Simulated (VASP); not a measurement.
# Sc: single point with BLYP

Sc:

```
Sc
1.0
     3.31109    0.00000    0.00000
    -1.65554    2.86749    0.00000
     0.00000    0.00000   10.55462
Sc
4
Direct
  0.00000 0.00000 0.00000
  0.00000 0.00000 0.50000
  0.33333 0.66667 0.25000
  0.66667 0.33333 0.75000
```

| Quantity | Value |
| --- | --- |
| Program | VASP 6.6.1 |
| Task | single point |
| Functional | BLYP |
| Potentials or basis | VASP PAW PBE potentials, release 64 (Sc_sv) |
| Cutoff | 520 eV |
| k mesh | 14 × 14 × 4 |
| Occupations | fermi-dirac, width 0.1 eV |
| Spin | no spin polarisation |
| Dipole correction | no |
| Further INCAR settings | ALGO = Normal; EDIFF = 1e-06; NBANDS = 30 |

The pressure is 0.0 GPa and the band gap on the k mesh is zero (bands 22 and 23 overlap by 1.07 eV).

Levels at points of the mesh, in eV from the Fermi level:
```tsv
k point	band 20	band 21	band 22	band 23	band 24	band 25
(0.00, 0.00, 0.00)	-1.66	0.55	0.77	0.82	1.35	1.35
(0.50, 0.00, 0.00)	-1.12	-0.50	-0.32	-0.31	0.23	0.80
(0.00, 0.00, 0.50)	-2.23	0.47	0.47	1.33	1.33	1.44
(0.50, 0.00, 0.50)	-1.27	-0.46	-0.46	0.05	0.05	1.18
```

Wall time 110 s on 1 thread of Intel(R) Xeon(R) 6975P-C (Granite Rapids), with other jobs on the host, peak memory 0.33 GiB.

Caveat: the PAW data sets were made with another functional, which shifts forces and pressure a little.
